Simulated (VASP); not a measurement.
# I (P1) in VASP: single point with pbesol exchange, pbe correlation

Aim: the single point of I with pbesol exchange, pbe correlation.

Program: VASP 6.6.1. These are calculated values, not measurements. Logs are shortened: lines on timing, memory, paths and dates and some standing lists are left out, and cuts for length are marked.

**1. The cell of the first run**

The typed cell holds 4 atoms: a = 4.303 Å, b = 4.338 Å, c = 9.812 Å, α = 88.82°, β = 91.05°, γ = 67.50°.

**2. Single point, pbesol exchange, pbe correlation**

INCAR reads:

```
PREC = Accurate
ENCUT = 500
EDIFF = 1E-6
ISMEAR = 0
SIGMA = 0.01
LREAL = False
LASPH = True
NELM = 120
ALGO = Normal
ISIF = 2
LWAVE = False
LCHARG = True
GGA = LIBXC
LIBXC1 = GGA_X_PBE_SOL
LIBXC2 = GGA_C_PBE
LELF = True
LVHAR = True
NBANDS = 22
GGA_COMPAT = False
```

KPOINTS reads:

```
Automatic mesh
0
Gamma
  2 2 1
```

POSCAR reads:

```
I
1.0
    3.5816400000     -2.3839400000     -0.0394600000
    3.6026700000      2.4158600000      0.0446400000
    0.0069700000      0.1719600000      9.8109500000
I
4
Direct
    0.8604700000      0.1571700000      0.8765000000
    0.3319700000      0.6566800000      0.6163200000
    0.1249800000      0.8624100000      0.1138700000
    0.6683700000      0.3412000000      0.3865000000
```

Potentials or basis: VASP PAW PBE potentials, release 64 (I).

Run with:

```bash
$ cat potpaw_PBE.64/I/POTCAR > POTCAR
$ mpirun -np 1 vasp_std > vasp.out
```

OUTCAR:

```text
PREC = Accurate
   ENCUT = 500
   EDIFF = 1E-6
   ISMEAR = 0
   LREAL = False
   LASPH = True
   NELM = 120
   ISIF = 2
   GGA = LIBXC

 ion  position               nearest neighbor table
   1  0.860  0.157  0.877-   3 2.65   2 3.49   2 3.52
   2  0.332  0.657  0.616-   4 2.79   1 3.49   1 3.52
   3  0.125  0.862  0.114-   1 2.65   4 3.55
   4  0.668  0.341  0.386-   2 2.79   3 3.55

  LATTYP: Found a triclinic cell.
 ALAT       =     4.8005827887
 B/A-ratio  =     0.8962784134
 C/A-ratio  =     2.0440141945
 COS(alpha) =     0.0182881223
 COS(beta)  =     0.0350409243
 COS(gamma) =     0.5504857708

  Lattice vectors:

 A1 = (   0.0210300000,   4.7998000000,   0.0841000000)
 A2 = (  -3.5816400000,   2.3839400000,   0.0394600000)
 A3 = (   0.0069700000,   0.1719600000,   9.8109500000)

Analysis of symmetry for initial positions (statically):
=====================================================================
 Subroutine PRICEL returns:
 Original cell was already a primitive cell.

 Routine SETGRP: Setting up the symmetry group for a
 triclinic supercell.

 Subroutine GETGRP returns: Found  1 space group operations
 (whereof  1 operations were pure point group operations)
 out of a pool of  2 trial point group operations.

The static configuration has the point symmetry C_1 .

Analysis of symmetry for dynamics (positions and initial velocities):
=====================================================================
 Subroutine PRICEL returns:
 Original cell was already a primitive cell.

 Routine SETGRP: Setting up the symmetry group for a
 triclinic supercell.

 Subroutine GETGRP returns: Found  1 space group operations
 (whereof  1 operations were pure point group operations)
 out of a pool of  2 trial point group operations.

The dynamic configuration has the point symmetry C_1 .

 Subroutine INISYM returns: Found  1 space group operations
 (whereof  1 operations are pure point group operations),
 and found     1 'primitive' translations

----------------------------------------------------------------------------------------

                                     Primitive cell

  volume of cell :     169.1014

  direct lattice vectors                    reciprocal lattice vectors
     3.581640000 -2.383940000 -0.039460000     0.140118314 -0.209018380  0.003563995
     3.602670000  2.415860000  0.044640000     0.138271643  0.207801725 -0.003740447
     0.006970000  0.171960000  9.810950000    -0.000065577 -0.001786181  0.101958282

  length of vectors
     4.302658725  4.337926163  9.812459362     0.251663520  0.249628914  0.101973948

  position of ions in fractional coordinates (direct lattice)
     0.860470000  0.157170000  0.876500000
     0.331970000  0.656680000  0.616320000
     0.124980000  0.862410000  0.113870000
     0.668370000  0.341200000  0.386500000

  ion indices of the primitive-cell ions
   primitive index   ion index
                 1           1
                 2           2
                 3           3
                 4           4

----------------------------------------------------------------------------------------

 KPOINTS: Automatic mesh

Automatic generation of k-mesh.
 Grid dimensions read from file:
 generate k-points for:    2    2    1

 Generating k-lattice:

  Cartesian coordinates                     Fractional coordinates (reciprocal lattice)
     0.070059157 -0.104509190  0.001781997     0.500000000  0.000000000  0.000000000
     0.069135821  0.103900862 -0.001870223     0.000000000  0.500000000  0.000000000
    -0.000065577 -0.001786181  0.101958282     0.000000000 -0.000000000  1.000000000

  Length of vectors
     0.125831760  0.124814457  0.101973948

  Shift w.r.t. Gamma in fractional coordinates (k-lattice)
     0.000000000  0.000000000  0.000000000

 Subroutine IBZKPT returns following result:
 ===========================================

 Found      4 irreducible k-points:

 Following reciprocal coordinates:
            Coordinates               Weight
  0.000000  0.000000  0.000000      1.000000
  0.500000 -0.000000  0.000000      1.000000
 -0.000000  0.500000  0.000000      1.000000
  0.500000  0.500000 -0.000000      1.000000
   k-points           NKPTS =      4   k-points in BZ     NKDIM =      4   number of bands    NBANDS=     22
   number of dos      NEDOS =    301   number of ions     NIONS =      4
   total plane-waves  NPLWV =  73728
   dimension x,y,z NGX =    32 NGY =   32 NGZ =   72
   dimension x,y,z NGXF=    64 NGYF=   64 NGZF=  144
   ions per type =               4
   NGX,Y,Z   is equivalent  to a cutoff of  12.36, 12.26, 12.20 a.u.
   NGXF,Y,Z  is equivalent  to a cutoff of  24.73, 24.53, 24.40 a.u.
 SYSTEM =  unknown system
   PREC   = accura    normal or accurate (medium, high low for compatibility)
   ISTART =      0    job   : 0-new  1-cont  2-samecut
   ICHARG =      2    charge: 1-file 2-atom 10-const
   ISPIN  =      1    spin polarized calculation?
   LNONCOLLINEAR =      F non collinear calculations
   LSORBIT =      F    spin-orbit coupling
   LASPH  =      T    aspherical Exc in radial PAW
   ENCUT  =  500.0 eV  36.75 Ry    6.06 a.u.   7.84  7.91 17.89*2*pi/ulx,y,z
   NELM   =    120;   NELMIN=  2; NELMDL= -5     # of ELM steps
   EDIFF  = 0.1E-05   stopping-criterion for ELM
   LREAL  =      F    real-space projection
   EDIFFG = 0.1E-04   stopping-criterion for IOM
   NSW    =      0    number of steps for IOM
   IBRION =     -1    ionic relax: 0-MD 1-quasi-New 2-CG
   NFREE  =      0    steps in history (QN), initial steepest desc. (CG)
   ISIF   =      2    stress and relaxation
   ISYM   =      2    0-nonsym 1-usesym 2-fastsym
   POTIM  = 0.5000    time-step for ionic-motion
   TEBEG  =    0.0;   TEEND  =   0.0 temperature during run
   PSTRESS=    0.0 pullay stress
   NELECT =      28.0000    total number of electrons
   NUPDOWN=      -1.0000    fix difference up-down
   EMIN   =  10.00;   EMAX   =-10.00  energy-range for DOS
   EFERMI =   0.00;   METHOD = LEGACY
   ISMEAR =     0;   SIGMA  =   0.01  broadening in eV -4-tet -1-fermi 0-gaus
   EFERMI_NEDOS =   21; number of points for ismear=-14 and -15
   IALGO  =     38    algorithm
   IMIX   =      4    mixing-type and parameters
     AMIX     =   0.40;   BMIX     =  1.00
     AMIX_MAG =   1.60;   BMIX_MAG =  1.00
  volume/ion in A,a.u.               =      42.28       285.29
  Fermi-wavevector in a.u.,A,eV,Ry     =   0.898970  1.698807 10.995503  0.808147
  Thomas-Fermi vector in A             =   2.021745
   LORBIT       =      0    0 simple, 1 ext, 2 COOP (PROOUT), +10 PAW based schemes
   GGA     = LIBXC    functional components
   LHFCALC =     F    Hartree Fock is set to
   AEXX    =    0.0000 exact exchange contribution
   IVDW    =     0    specifies the selected vdW correction
   LEPSILON=     F    determine dielectric tensor
   LRPA    =     F    only Hartree local field effects (RPA)
 non-spin polarized calculation
 Gauss-broadening in eV      SIGMA  =   0.01
  energy-cutoff  :      500.00
  volume of cell :      169.10
 maximum number of plane-waves:      4308
 NGX is ok and might be reduce to    32
   NGX = 15   NGY = 15   NGZ = 35

 number of electron      28.0000000 magnetization

 Free energy of the ion-electron system (eV)
  ---------------------------------------------------
  ext. energy  EPLUGINS =         0.00000000
  ---------------------------------------------------
  free energy    TOTEN  =        -6.81985835 eV

  energy without entropy =       -6.81985835  energy(sigma->0) =       -6.81985835

 E-fermi :   2.6454     XC(G=0):  -8.1920

 val. band max:        2.5936721407   @ k =   0.0000   0.0000   0.0000
 cond. band min:       3.5684021223   @ k =   0.5000   0.5000  -0.0000
 fundamental gap:      0.9747299816
 Fermi energy:         2.6453733059

 k-point     1 :       0.0000    0.0000    0.0000
  band No.  band energies     occupation
      1     -11.0302      2.00000
      2     -10.3968      2.00000
      3      -9.0255      2.00000
      4      -8.0370      2.00000
      5      -1.9521      2.00000
      6      -0.5501      2.00000
[... 14 lines left out ...]
     21       9.8423      0.00000
     22       9.8664      0.00000

 k-point     2 :       0.5000   -0.0000    0.0000
  band No.  band energies     occupation
      1     -10.6875      2.00000
      2     -10.1799      2.00000
      3      -8.6409      2.00000
      4      -8.4539      2.00000
      5      -1.9570      2.00000
      6      -1.8270      2.00000
[... 14 lines left out ...]
     21      10.6007      0.00000
     22      10.9087      0.00000

 k-point     3 :      -0.0000    0.5000    0.0000
  band No.  band energies     occupation
      1     -10.6814      2.00000
      2     -10.2054      2.00000
      3      -8.6349      2.00000
      4      -8.4790      2.00000
      5      -1.9910      2.00000
      6      -1.8335      2.00000
[... 14 lines left out ...]
     21      10.6396      0.00000
     22      10.9075      0.00000

 k-point     4 :       0.5000    0.5000   -0.0000
  band No.  band energies     occupation
      1     -10.7095      2.00000
      2     -10.1162      2.00000
      3      -8.7345      2.00000
      4      -7.9935      2.00000
      5      -1.6369      2.00000
      6      -1.0606      2.00000
[... 14 lines left out ...]
     21      11.0244      0.00000
     22      11.3216      0.00000

------------------------ aborting loop because EDIFF is reached ----------------------------------------

  FORCE on cell =-STRESS in cart. coord.  units (eV):
  Direction    XX          YY          ZZ          XY          YZ          ZX
  --------------------------------------------------------------------------------------
  -------------------------------------------------------------------------------------
  Total        2.9955444     -1.2548507     -3.4320026     -0.0791559     -2.0069267     -0.1674454
  in kB       28.3817451    -11.8892752    -32.5170356     -0.7499750    -19.0149347     -1.5864868
  external PRESSURE =      -5.3415219 kB  Pullay stress =       0.0000000 kB

 VOLUME and BASIS-vectors are now :
 -----------------------------------------------------------------------------
  energy-cutoff  :      500.00
  volume of cell :      169.10
      direct lattice vectors                 reciprocal lattice vectors
     3.581640000 -2.383940000 -0.039460000     0.140118314 -0.209018380  0.003563995
     3.602670000  2.415860000  0.044640000     0.138271643  0.207801725 -0.003740447
     0.006970000  0.171960000  9.810950000    -0.000065577 -0.001786181  0.101958282

 POSITION                                       TOTAL-FORCE (eV/Angst)
 -----------------------------------------------------------------------------------
      3.65423     -1.52089      8.57236        -0.088959      0.904713     -0.934538
      3.55909      0.90103      6.06290         0.132361     -0.140360     -0.106301
      3.55541      1.80510      1.15074         0.073088     -0.896418      0.990277
      3.62579     -0.70260      3.78079        -0.116490      0.132065      0.050562
 -----------------------------------------------------------------------------------
    total drift:                                0.000091      0.000098      0.000099

  FREE ENERGIE OF THE ION-ELECTRON SYSTEM (eV)
  ---------------------------------------------------
  free  energy   TOTEN  =        -6.8198583483 eV

  energy  without entropy=       -6.8198583483  energy(sigma->0) =       -6.81985835
```

It took 16 s on 1 thread of AMD EPYC 7R13 (Zen 3), shared host; peak memory 0.21 GiB.

Results:

```
Free energy            : -6.8199 eV
Pressure               : -0.5 GPa
Largest force          : 1.338 eV/Å
Band gap on the k mesh : 0.97 eV (least direct gap 1.15 eV)
```

Forces on the atoms (eV/Å):
```
I   -0.089  0.905 -0.935
I    0.132 -0.140 -0.106
I    0.073 -0.896  0.990
I   -0.116  0.132  0.051
```

Levels at points of the mesh, in eV from the valence-band top:
```
           k point  band 10  band 11  band 12  band 13  band 14  band 15  band 16  band 17  band 18  band 19
(0.00, 0.00, 0.00)    -1.26    -0.94    -0.56    -0.15     0.00     1.15     2.16     5.03     5.10     5.49
(0.50, 0.00, 0.00)    -1.70    -1.33    -1.21    -0.52    -0.44     1.91     2.32     5.26     5.33     7.22
(0.00, 0.50, 0.00)    -1.69    -1.27    -1.24    -0.54    -0.30     1.94     2.30     5.28     5.42     6.94
(0.50, 0.50, 0.00)    -1.96    -1.82    -1.44    -0.77    -0.34     0.97     1.80     4.96     5.61     5.87
```

Caveat: the k points lie up to 0.79 Å⁻¹ apart; this functional lacks dispersion, which holds the molecules together, so the pressure and a relaxed volume are unreliable; the PAW data sets were made with another functional, which shifts forces and pressure a little; spin-orbit coupling is left out, which moves the levels of the heavy elements; an odd mesh through Γ misses points on the zone boundary, where band edges can lie.
